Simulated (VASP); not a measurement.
# Be (R-3m) in VASP: single point with r2SCAN

Aim: the single point of Be with r2SCAN.

Program: VASP 6.6.1. These are calculated values, not measurements. Logs are shortened: lines on timing, memory, paths and dates and some standing lists are left out, and cuts for length are marked.

## Step 1: The cell of the first run

The typed cell holds 3 atoms: a = 3.535 Å, b = 3.535 Å, c = 2.162 Å, α = 90.00°, β = 90.00°, γ = 120.00°.

## Step 2: Single point, r2SCAN

Input file POSCAR:

```
Be
1.0
    3.5346133869      0.0000000000      0.0000000000
   -1.7673066935      3.0610649856      0.0000000000
    0.0000000000      0.0000000000      2.1620103469
Be
3
Direct
    0.3333479730      0.0000000000      0.3333333333
    0.0000000000      0.3333479730      0.6666666667
    0.6666520270      0.6666520270      0.0000000000
```

Input file INCAR.step1:

```
SYSTEM = Be
ALGO = Normal
EDIFF = 1E-4
ENCUT = 520
GGA = PE
ISMEAR = 0
LASPH = .True.
LCHARG = .False.
LREAL = .False.
LWAVE = .True.
NBANDS = 10
NELM = 80
PREC = Accurate
SIGMA = 0.1
```

Input file INCAR.step2:

```
SYSTEM = Be
ALGO = Normal
EDIFF = 1E-6
ENCUT = 520
ISIF = 2
ISMEAR = 0
ISTART = 1
LASPH = .True.
LCHARG = .True.
LELF = .True.
LMIXTAU = .True.
LREAL = .False.
LVHAR = .True.
LWAVE = .False.
METAGGA = R2SCAN
NBANDS = 10
NELM = 80
PREC = Accurate
SIGMA = 0.1
```

Input file KPOINTS:

```
k-points
0
Gamma
  6 6 6
  0 0 0
```

Potentials or basis: VASP PAW PBE potentials, release 64 (Be).

Started as:

```console
> cat potpaw_PBE.64/Be/POTCAR > POTCAR
> cp INCAR.step1 INCAR
> mpirun -np 1 vasp_std > vasp.out
> cp INCAR.step2 INCAR
> mpirun -np 1 vasp_std > vasp.out
```

OUTCAR:

```text
SYSTEM = Be
   EDIFF = 1E-6
   ENCUT = 520
   ISIF = 2
   ISMEAR = 0
   ISTART = 1
   LASPH = .True.
   LREAL = .False.
   METAGGA = R2SCAN
   NELM = 80
   PREC = Accurate

 ion  position               nearest neighbor table
   1  0.333  0.000  0.333-   3 2.16   3 2.16   2 2.16   2 2.16   3 2.16   2 2.16
   2  0.000  0.333  0.667-   3 2.16   3 2.16   1 2.16   1 2.16   3 2.16   1 2.16
   3  0.667  0.667  0.000-   2 2.16   1 2.16   2 2.16   1 2.16   1 2.16   2 2.16

  LATTYP: Found a hexagonal cell.
 ALAT       =     3.5346133869
 C/A-ratio  =     0.6116681261

  Lattice vectors:

 A1 = (   3.5346133869,   0.0000000000,   0.0000000000)
 A2 = (  -1.7673066935,   3.0610649856,   0.0000000000)
 A3 = (   0.0000000000,   0.0000000000,   2.1620103469)

Analysis of symmetry for initial positions (statically):
=====================================================================
 Subroutine PRICEL returns:
 Original cell was already a primitive cell.

 Routine SETGRP: Setting up the symmetry group for a
 hexagonal supercell.

 Subroutine GETGRP returns: Found  6 space group operations
 (whereof  2 operations were pure point group operations)
 out of a pool of 24 trial point group operations.

The static configuration has the point symmetry C_2 .
 The point group associated with its full space group is D_3 .

Analysis of symmetry for dynamics (positions and initial velocities):
=====================================================================
 Subroutine PRICEL returns:
 Original cell was already a primitive cell.

 Routine SETGRP: Setting up the symmetry group for a
 hexagonal supercell.

 Subroutine GETGRP returns: Found  6 space group operations
 (whereof  2 operations were pure point group operations)
 out of a pool of 24 trial point group operations.

The dynamic configuration has the point symmetry C_2 .
 The point group associated with its full space group is D_3 .

 Subroutine INISYM returns: Found  6 space group operations
 (whereof  2 operations are pure point group operations),
 and found     1 'primitive' translations

----------------------------------------------------------------------------------------

                                     Primitive cell

  volume of cell :      23.3923

  direct lattice vectors                    reciprocal lattice vectors
     3.534613387  0.000000000  0.000000000     0.282916373  0.163341844  0.000000000
    -1.767306693  3.061064986  0.000000000     0.000000000  0.326683688  0.000000000
     0.000000000  0.000000000  2.162010347     0.000000000  0.000000000  0.462532477

  length of vectors
     3.534613387  3.534613387  2.162010347     0.326683688  0.326683688  0.462532477

  position of ions in fractional coordinates (direct lattice)
     0.333347973  0.000000000  0.333333333
     0.000000000  0.333347973  0.666666667
     0.666652027  0.666652027  0.000000000

  ion indices of the primitive-cell ions
   primitive index   ion index
                 1           1
                 2           2
                 3           3

----------------------------------------------------------------------------------------

 KPOINTS: k-points

Automatic generation of k-mesh.
 Grid dimensions read from file:
 generate k-points for:    6    6    6

 Generating k-lattice:

  Cartesian coordinates                     Fractional coordinates (reciprocal lattice)
     0.047152729  0.027223641  0.000000000     0.166666667  0.000000000  0.000000000
     0.000000000  0.054447281  0.000000000     0.000000000  0.166666667  0.000000000
     0.000000000  0.000000000  0.077088746     0.000000000  0.000000000  0.166666667

  Length of vectors
     0.054447281  0.054447281  0.077088746

  Shift w.r.t. Gamma in fractional coordinates (k-lattice)
     0.000000000  0.000000000  0.000000000

 Subroutine IBZKPT returns following result:
 ===========================================

 Found     34 irreducible k-points:

 Following reciprocal coordinates:
            Coordinates               Weight
  0.000000  0.000000  0.000000      1.000000
  0.166667 -0.000000  0.000000      6.000000
  0.333333  0.000000  0.000000      6.000000
  0.500000  0.000000  0.000000      3.000000
  0.166667  0.166667  0.000000      6.000000
  0.333333  0.166667  0.000000     12.000000
[... 16 lines left out ...]
  0.500000  0.000000  0.333333      6.000000
  0.166667  0.166667  0.333333     12.000000
 [... further k-points ...]
   k-points           NKPTS =     34   k-points in BZ     NKDIM =     34   number of bands    NBANDS=     10
   number of dos      NEDOS =    301   number of ions     NIONS =      3
   total plane-waves  NPLWV =  12544
   dimension x,y,z NGX =    28 NGY =   28 NGZ =   16
   dimension x,y,z NGXF=    56 NGYF=   56 NGZF=   32
   ions per type =               3
   NGX,Y,Z   is equivalent  to a cutoff of  13.17, 13.17, 12.30 a.u.
   NGXF,Y,Z  is equivalent  to a cutoff of  26.34, 26.34, 24.61 a.u.
 SYSTEM =  Be
   PREC   = accura    normal or accurate (medium, high low for compatibility)
   ISTART =      1    job   : 0-new  1-cont  2-samecut
   ICHARG =      0    charge: 1-file 2-atom 10-const
   ISPIN  =      1    spin polarized calculation?
   LNONCOLLINEAR =      F non collinear calculations
   LSORBIT =      F    spin-orbit coupling
   LASPH  =      T    aspherical Exc in radial PAW
   ENCUT  =  520.0 eV  38.22 Ry    6.18 a.u.   6.57  6.57  4.02*2*pi/ulx,y,z
   NELM   =     80;   NELMIN=  2; NELMDL=  0     # of ELM steps
   EDIFF  = 0.1E-05   stopping-criterion for ELM
   LREAL  =      F    real-space projection
   EDIFFG = 0.1E-04   stopping-criterion for IOM
   NSW    =      0    number of steps for IOM
   IBRION =     -1    ionic relax: 0-MD 1-quasi-New 2-CG
   NFREE  =      0    steps in history (QN), initial steepest desc. (CG)
   ISIF   =      2    stress and relaxation
   ISYM   =      2    0-nonsym 1-usesym 2-fastsym
   POTIM  = 0.5000    time-step for ionic-motion
   TEBEG  =    0.0;   TEEND  =   0.0 temperature during run
   PSTRESS=    0.0 pullay stress
   NELECT =       6.0000    total number of electrons
   NUPDOWN=      -1.0000    fix difference up-down
   EMIN   =  10.00;   EMAX   =-10.00  energy-range for DOS
   EFERMI =   0.00;   METHOD = LEGACY
   ISMEAR =     0;   SIGMA  =   0.10  broadening in eV -4-tet -1-fermi 0-gaus
   EFERMI_NEDOS =   21; number of points for ismear=-14 and -15
   IALGO  =     38    algorithm
   IMIX   =      4    mixing-type and parameters
     AMIX     =   0.40;   BMIX     =  1.00
     AMIX_MAG =   1.60;   BMIX_MAG =  1.00
  volume/ion in A,a.u.               =       7.80        52.62
  Fermi-wavevector in a.u.,A,eV,Ry     =   1.040162  1.965622 14.720659  1.081938
  Thomas-Fermi vector in A             =   2.174726
   LORBIT       =      0    0 simple, 1 ext, 2 COOP (PROOUT), +10 PAW based schemes
   METAGGA = R2SCAN    functional components
   LHFCALC =     F    Hartree Fock is set to
   AEXX    =    0.0000 exact exchange contribution
   IVDW    =     0    specifies the selected vdW correction
   LEPSILON=     F    determine dielectric tensor
   LRPA    =     F    only Hartree local field effects (RPA)
 non-spin polarized calculation
 Gauss-broadening in eV      SIGMA  =   0.10
  energy-cutoff  :      520.00
  volume of cell :       23.39
 maximum number of plane-waves:       644
 NGX is ok and might be reduce to    28
   NGX = 13   NGY = 13   NGZ =  9

 number of electron       6.0000000 magnetization

 Free energy of the ion-electron system (eV)
  ---------------------------------------------------
  ext. energy  EPLUGINS =         0.00000000
  ---------------------------------------------------
  free energy    TOTEN  =       -12.73267164 eV

  energy without entropy =      -12.72823985  energy(sigma->0) =      -12.73045574

 E-fermi :   7.9033     XC(G=0): -11.3051

 val. band max:        7.8638220549   @ k =   0.5000   0.0000   0.3333
 cond. band min:       7.9218710992   @ k =   0.0000   0.1667   0.3333
 fundamental gap:      0.0580490443
 Fermi energy:         7.9033069486

 k-point     1 :       0.0000    0.0000    0.0000
  band No.  band energies     occupation
      1      -5.0698      2.00000
      2       6.6777      2.00000
      3       6.6783      2.00000
      4       6.6783      2.00000
      5       6.6789      2.00000
      6      13.9319      0.00000
      7      13.9320      0.00000
      8      22.3576      0.00000
      9      22.3576      0.00000
     10      29.3207      0.00000

 k-point     2 :       0.1667   -0.0000    0.0000
  band No.  band energies     occupation
      1      -4.7176      2.00000
      2       3.5601      2.00000
      3       4.3908      2.00000
      4       8.3750      0.00000
      5       9.8580      0.00000
      6      15.0051      0.00000
      7      15.6009      0.00000
      8      22.5186      0.00000
      9      22.5874      0.00000
     10      27.6007      0.00000

 k-point     3 :       0.3333    0.0000    0.0000
  band No.  band energies     occupation
      1      -3.6603      2.00000
      2       0.5418      2.00000
      3       3.0132      2.00000
      4       8.5128      0.00000
      5      13.8892      0.00000
      6      17.4013      0.00000
      7      19.6237      0.00000
      8      23.0626      0.00000
      9      23.4013      0.00000
     10      23.8069      0.00000
[... 248 lines left out ...]
 k-point    23 :       0.5000    0.0000    0.3333
  band No.  band energies     occupation
      1       0.7747      2.00000
      2       1.0197      2.00000
      3       6.2036      2.00000
      4       7.8638      1.42343
      5      11.6927      0.00000
      6      14.0511      0.00000
      7      16.3020      0.00000
      8      17.0722      0.00000
      9      21.5176      0.00000
     10      22.2475      0.00000

 k-point    24 :       0.1667    0.1667    0.3333
  band No.  band energies     occupation
      1      -1.1982      2.00000
      2       4.5434      2.00000
      3       5.2976      2.00000
      4       8.6607      0.00000
      5      12.2847      0.00000
      6      14.4430      0.00000
      7      14.8918      0.00000
      8      15.9937      0.00000
      9      20.6350      0.00000
     10      21.4381      0.00000

 [... further k-points ...]

------------------------ aborting loop because EDIFF is reached ----------------------------------------

  FORCE on cell =-STRESS in cart. coord.  units (eV):
  Direction    XX          YY          ZZ          XY          YZ          ZX
  --------------------------------------------------------------------------------------
  -------------------------------------------------------------------------------------
  Total        0.0381284      0.0381284      0.0324001     -0.0000000     -0.0000000      0.0000000
  in kB        2.6114828      2.6114828      2.2191371     -0.0000000     -0.0000000      0.0000000
  external PRESSURE =       2.4807009 kB  Pullay stress =       0.0000000 kB

 VOLUME and BASIS-vectors are now :
 -----------------------------------------------------------------------------
  energy-cutoff  :      520.00
  volume of cell :       23.39
      direct lattice vectors                 reciprocal lattice vectors
     3.534613387  0.000000000  0.000000000     0.282916373  0.163341844  0.000000000
    -1.767306693  3.061064986  0.000000000     0.000000000  0.326683688  0.000000000
     0.000000000  0.000000000  2.162010347     0.000000000  0.000000000  0.462532477

 POSITION                                       TOTAL-FORCE (eV/Angst)
 -----------------------------------------------------------------------------------
      1.17826      0.00000      0.72067        -0.000655     -0.000000      0.000000
     -0.58913      1.02040      1.44134         0.000327     -0.000567     -0.000000
      1.17818      2.04067      0.00000         0.000327      0.000567     -0.000000
 -----------------------------------------------------------------------------------
    total drift:                                0.000004      0.000008      0.000000

  FREE ENERGIE OF THE ION-ELECTRON SYSTEM (eV)
  ---------------------------------------------------
  free  energy   TOTEN  =       -12.7326716444 eV

  energy  without entropy=      -12.7282398454  energy(sigma->0) =      -12.73045574
```

Wall time 12 s (1 thread of Intel Xeon 6975P-C (Granite Rapids), shared host); peak memory 0.13 GiB.

Results:

```
Free energy            : -12.7327 eV
Pressure               : 0.2 GPa
Band gap on the k mesh : zero (band 3 reaches 12.54 eV, above the bottom of band 4 at 6.68 eV)
```

Caveat: the k points lie up to 0.48 Å⁻¹ apart; the PAW data sets were made with another functional, which shifts forces and pressure a little.
